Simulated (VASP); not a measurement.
# Zn2SnO3 (P4/mmm) in VASP: further runs, part 2 of 2

VASP 6.6.1. The steps go on from the part before.

## (4) Relaxation of cell and atoms, PBE

This run uses another cell than the first one, of 13.46 Å³/atom, 1.163 times its volume.

INCAR reads:

```
SYSTEM = Zn2SnO3
ALGO = Normal
EDIFF = 1E-6
EDIFFG = -0.04
ENCUT = 600
GGA = PE
IBRION = 2
ISIF = 3
ISMEAR = 0
LASPH = .True.
LCHARG = .False.
LREAL = .False.
LWAVE = .False.
NELM = 80
NSW = 90
PREC = Accurate
SIGMA = 0.1
```

KPOINTS reads:

```
k-points
0
Gamma
  6 6 2
  0 0 0
```

POSCAR reads:

```
Zn2SnO3
1.0
    2.9878377300      0.0000000000      0.0000000000
    0.0000000000      2.9878377300      0.0000000000
    0.0000000000      0.0000000000      9.0460830000
Zn Sn O
2 1 3
Direct
    0.5000000000      0.5000000000      0.3248246900
    0.5000000000      0.5000000000      0.6751753100
    0.5000000000      0.5000000000      0.0000000000
    0.0000000000      0.0000000000      0.8390681100
    0.0000000000      0.0000000000      0.1609318900
    0.0000000000      0.0000000000      0.5000000000
```

Launch:

```sh
cat potpaw_PBE.64/Zn/POTCAR potpaw_PBE.64/Sn_d/POTCAR potpaw_PBE.64/O/POTCAR > POTCAR
mpirun -np 1 vasp_std > vasp.out
```

It took 4.3 min on 1 thread of Intel Xeon Platinum 8488C (Sapphire Rapids), shared host; peak memory 0.24 GiB.

The run converged. Its results:

```
Free energy                            : -24.1745 eV
Relaxed volume                         : 11.59 Å³/atom
Relaxed cell                           : a = 2.827 Å, b = 2.827 Å, c = 8.701 Å, α = 90.00°, β = 90.00°, γ = 90.00°
Space group after relaxing (to 0.05 Å) : P4/mmm (No. 123)
Energy gained by relaxing              : 197.1 meV/atom
Ionic steps                            : 10
Pressure after relaxing                : 0.0 GPa
Largest force after relaxing           : 0.037 eV/Å
Band gap on the k mesh                 : zero (band 28 reaches 5.49 eV, above the bottom of band 29 at 4.85 eV)
```

Forces on the atoms (eV/Å):
```
Zn   0.000  0.000  0.037
Zn   0.000  0.000 -0.037
Sn   0.000  0.000  0.000
O    0.000  0.000 -0.035
O    0.000  0.000  0.035
O    0.000  0.000  0.000
```

The path:
```csv
step,energy change (eV),largest force (eV/Å),pressure (GPa),volume (Å³)
1,0.0000,1.3190,-9.65,80.76
2,-0.5951,1.6226,0.58,71.65
3,-0.6440,1.7517,6.97,68.18
4,-1.0263,0.9011,6.04,67.34
5,-1.0901,0.3719,6.26,66.87
6,-1.1641,0.1226,-3.01,71.27
7,-1.1760,0.1831,-0.69,70.02
8,-1.1813,0.1168,-0.16,69.67
9,-1.1819,0.0870,0.11,69.52
10,-1.1828,0.0373,0.02,69.54
```

Final structure:
```
Zn Sn O
1.0
     2.82705    0.00000    0.00000
     0.00000    2.82705    0.00000
     0.00000    0.00000    8.70096
Zn Sn O
2 1 3
Direct
  0.50000 0.50000 0.34568
  0.50000 0.50000 0.65432
  0.50000 0.50000 0.00000
  0.00000 0.00000 0.80289
  0.00000 0.00000 0.19711
  0.00000 0.00000 0.50000
```

Levels at points of the mesh, in eV from the Fermi level:
| k point | band 26 | band 27 | band 28 | band 29 | band 30 | band 31 |
| --- | --- | --- | --- | --- | --- | --- |
| (0.00, 0.00, 0.00) | -1.37 | -0.93 | -0.93 | 0.85 | 1.05 | 5.43 |
| (0.50, 0.00, 0.00) | -1.01 | -0.96 | -0.72 | 0.52 | 2.83 | 4.73 |
| (0.50, 0.50, 0.00) | -2.19 | -1.76 | -0.82 | 1.03 | 1.03 | 1.83 |
| (0.00, 0.00, 0.50) | -0.89 | -0.84 | -0.84 | -0.69 | 2.45 | 3.59 |
| (0.50, 0.00, 0.50) | -1.01 | -1.01 | -0.72 | 1.31 | 3.48 | 4.32 |
| (0.50, 0.50, 0.50) | -1.84 | -1.76 | -1.02 | 0.77 | 0.77 | 1.26 |

Caveat: spin-orbit coupling is left out, which moves the levels of the heavy elements.

## (5) Single point, PBE

INCAR reads:

```
  PREC = Accurate
  ENCUT = 520
  EDIFF = 1E-6
  ISMEAR = 0
  SIGMA = 0.1
  LREAL = F
  LASPH = T
  NELM = 80
  ALGO = Normal
  ISIF = 2
  LWAVE = F
  LCHARG = F
  GGA = PE
  NBANDS = 37
```

KPOINTS reads:

```
Automatic mesh
0
Gamma
  14 14 6
```

POSCAR reads:

```
Zn2SnO3
1.0
    2.8248743084      0.0000000000      0.0000000000
    0.0000000000      2.8248743084      0.0000000000
    0.0000000000      0.0000000000      8.7064023391
Zn Sn O
2 1 3
Direct
    0.5000000000      0.5000000000      0.3460606585
    0.5000000000      0.5000000000      0.6539393415
    0.5000000000      0.5000000000      0.0000000000
    0.0000000000      0.0000000000      0.8015580973
    0.0000000000      0.0000000000      0.1984419027
    0.0000000000      0.0000000000      0.5000000000
```

Potentials or basis: VASP PAW PBE potentials, release 64 (Zn, Sn_d, O).

Launch:

```sh
cat potpaw_PBE.64/Zn/POTCAR potpaw_PBE.64/Sn_d/POTCAR potpaw_PBE.64/O/POTCAR > POTCAR
mpirun -np 1 vasp_std > vasp.out
```

OUTCAR:

```text
PREC = Accurate
   ENCUT = 520
   EDIFF = 1E-6
   ISMEAR = 0
   LREAL = F
   LASPH = T
   NELM = 80
   ISIF = 2
   GGA = PE

 ion  position               nearest neighbor table
   1  0.500  0.500  0.346-   5 2.38   5 2.38   5 2.38   5 2.38   6 2.41   6 2.41   6 2.41   6 2.41
                             2 2.68   3 3.01
   2  0.500  0.500  0.654-   4 2.38   4 2.38   4 2.38   4 2.38   6 2.41   6 2.41   6 2.41   6 2.41
                             1 2.68   3 3.01
   3  0.500  0.500  0.000-   4 2.64   5 2.64   4 2.64   5 2.64   4 2.64   5 2.64   4 2.64   5 2.64
                             1 3.01   2 3.01
   4  0.000  0.000  0.802-   2 2.38   2 2.38   2 2.38   2 2.38   3 2.64   3 2.64   3 2.64   3 2.64

   5  0.000  0.000  0.198-   1 2.38   1 2.38   1 2.38   1 2.38   3 2.64   3 2.64   3 2.64   3 2.64

   6  0.000  0.000  0.500-   1 2.41   2 2.41   1 2.41   2 2.41   1 2.41   2 2.41   1 2.41   2 2.41

  LATTYP: Found a simple tetragonal cell.
 ALAT       =     2.8248743084
 C/A-ratio  =     3.0820494608

  Lattice vectors:

 A1 = (   2.8248743084,   0.0000000000,   0.0000000000)
 A2 = (   0.0000000000,   2.8248743084,   0.0000000000)
 A3 = (   0.0000000000,   0.0000000000,   8.7064023391)

Analysis of symmetry for initial positions (statically):
=====================================================================
 Subroutine PRICEL returns:
 Original cell was already a primitive cell.

 Routine SETGRP: Setting up the symmetry group for a
 simple tetragonal supercell.

 Subroutine GETGRP returns: Found 16 space group operations
 (whereof 16 operations were pure point group operations)
 out of a pool of 16 trial point group operations.

The static configuration has the point symmetry D_4h.

Analysis of symmetry for dynamics (positions and initial velocities):
=====================================================================
 Subroutine PRICEL returns:
 Original cell was already a primitive cell.

 Routine SETGRP: Setting up the symmetry group for a
 simple tetragonal supercell.

 Subroutine GETGRP returns: Found 16 space group operations
[... 129 lines left out ...]
   IMIX   =      4    mixing-type and parameters
     AMIX     =   0.40;   BMIX     =  1.00
     AMIX_MAG =   1.60;   BMIX_MAG =  1.00
  volume/ion in A,a.u.               =      11.58        78.14
  Fermi-wavevector in a.u.,A,eV,Ry     =   1.523556  2.879104 31.582167  2.321224
  Thomas-Fermi vector in A             =   2.631983
   LORBIT       =      0    0 simple, 1 ext, 2 COOP (PROOUT), +10 PAW based schemes
   GGA     = PE    functional components
   LHFCALC =     F    Hartree Fock is set to
   AEXX    =    0.0000 exact exchange contribution
   IVDW    =     0    specifies the selected vdW correction
   LEPSILON=     F    determine dielectric tensor
   LRPA    =     F    only Hartree local field effects (RPA)
 non-spin polarized calculation
 Gauss-broadening in eV      SIGMA  =   0.10
  energy-cutoff  :      520.00
  volume of cell :       69.48
 maximum number of plane-waves:      1898
 NGX is ok and might be reduce to    24
   NGX = 11   NGY = 11   NGZ = 33

 number of electron      56.0000006 magnetization

 Free energy of the ion-electron system (eV)
  ---------------------------------------------------
  ext. energy  EPLUGINS =         0.00000000
  ---------------------------------------------------
  free energy    TOTEN  =       -24.16375809 eV

  energy without entropy =      -24.16249426  energy(sigma->0) =      -24.16312618

 E-fermi :   5.4871     XC(G=0): -11.9829

 val. band max:        5.4519994021   @ k =   0.1429   0.1429   0.5000
 cond. band min:       5.7375482800   @ k =   0.0714   0.0000   0.3333
 fundamental gap:      0.2855488779
 Fermi energy:         5.4871171052

 k-point     1 :       0.0000    0.0000    0.0000
  band No.  band energies     occupation
      1     -16.5783      2.00000
      2     -16.2251      2.00000
      3     -15.8485      2.00000
      4     -15.8485      2.00000
      5     -15.7848      2.00000
      6     -12.9459      2.00000
[... 949 lines left out ...]
     36      14.3305      0.00000
     37      16.3909      0.00000

 [... further k-points ...]
[... 5 lines left out ...]
  --------------------------------------------------------------------------------------
  -------------------------------------------------------------------------------------
  Total        0.0955873      0.0955873      0.0851873      0.0000000      0.0000000      0.0000000
  in kB        2.2043148      2.2043148      1.9644843      0.0000000      0.0000000      0.0000000
  external PRESSURE =       2.1243713 kB  Pullay stress =       0.0000000 kB

 VOLUME and BASIS-vectors are now :
 -----------------------------------------------------------------------------
  energy-cutoff  :      520.00
  volume of cell :       69.48
      direct lattice vectors                 reciprocal lattice vectors
     2.824874308  0.000000000  0.000000000     0.353998051  0.000000000  0.000000000
     0.000000000  2.824874308  0.000000000     0.000000000  0.353998051  0.000000000
     0.000000000  0.000000000  8.706402339     0.000000000  0.000000000  0.114858005

 POSITION                                       TOTAL-FORCE (eV/Angst)
 -----------------------------------------------------------------------------------
      1.41244      1.41244      3.01294        -0.000000      0.000000     -0.000929
      1.41244      1.41244      5.69346         0.000000      0.000000      0.000929
      1.41244      1.41244      0.00000         0.000000     -0.000000      0.000000
      0.00000      0.00000      6.97869         0.000000     -0.000000      0.008586
      0.00000      0.00000      1.72772         0.000000     -0.000000     -0.008586
      0.00000      0.00000      4.35320         0.000000     -0.000000      0.000000
 -----------------------------------------------------------------------------------
    total drift:                                0.000000     -0.000000     -0.000000

  FREE ENERGIE OF THE ION-ELECTRON SYSTEM (eV)
  ---------------------------------------------------
  free  energy   TOTEN  =       -24.1637580937 eV

  energy  without entropy=      -24.1624942642  energy(sigma->0) =      -24.16312618
```

stdout:

```text
POSCAR found type information on POSCAR ZnSnO
 POSCAR found :  3 types and       6 ions
 scaLAPACK will be used
 LDA part: xc-table for (Slater+PW92), standard interpolation
 POSCAR, INCAR and KPOINTS ok, starting setup
 FFT: planning ... GRIDC
 FFT: planning ... GRID_SOFT
 FFT: planning ... GRID
 WAVECAR not read
 entering main loop
```

Wall time 4.1 min (1 thread of Intel Xeon Platinum 8488C (Sapphire Rapids), shared host); peak memory 0.43 GiB.

What came out:

| Quantity | Value |
| --- | --- |
| Free energy | -24.1638 eV |
| Pressure | 0.2 GPa |
| Largest force | 0.009 eV/Å |
| Band gap on the k mesh | zero (band 28 reaches 5.45 eV, above the bottom of band 29 at 4.86 eV) |

Forces on the atoms (eV/Å):
```
Zn   0.000  0.000 -0.001
Zn   0.000  0.000  0.001
Sn   0.000  0.000  0.000
O    0.000  0.000  0.009
O    0.000  0.000 -0.009
O    0.000  0.000  0.000
```

Caveat: spin-orbit coupling is left out, which moves the levels of the heavy elements.

## (6) Summary

```csv
task,cell,k mesh,cutoff (eV),gap on the mesh (eV),pressure (GPa),largest force (eV/Å)
single point,"a = 2.826, b = 2.826, c = 8.698 Å, 6 atoms",6 × 6 × 2,520,none,0.3,0.01
single point,"a = 2.988, b = 2.988, c = 9.046 Å, 6 atoms",6 × 6 × 2,520,none,-9.5,1.32
relaxation of cell and atoms,"relaxed from a = 2.988, b = 2.988, c = 9.046 Å, 6 atoms",6 × 6 × 2,600,none,0.0,0.04
single point,"a = 2.825, b = 2.825, c = 8.706 Å, 6 atoms",14 × 14 × 6,520,none,0.2,0.01
```

Alike in all rows: level PBE; potentials or basis VASP PAW PBE potentials, release 64 (Zn, Sn_d, O); no spin polarisation; smearing gaussian 0.1 eV.

Caveats: some runs use coarse meshes; spin-orbit coupling is left out, which moves the levels of the heavy elements; forces of over 1 eV/Å act on the atoms, so gaps and moduli don't describe the material at rest (some runs).

Absolute energies hang on the potentials; compare differences alone.
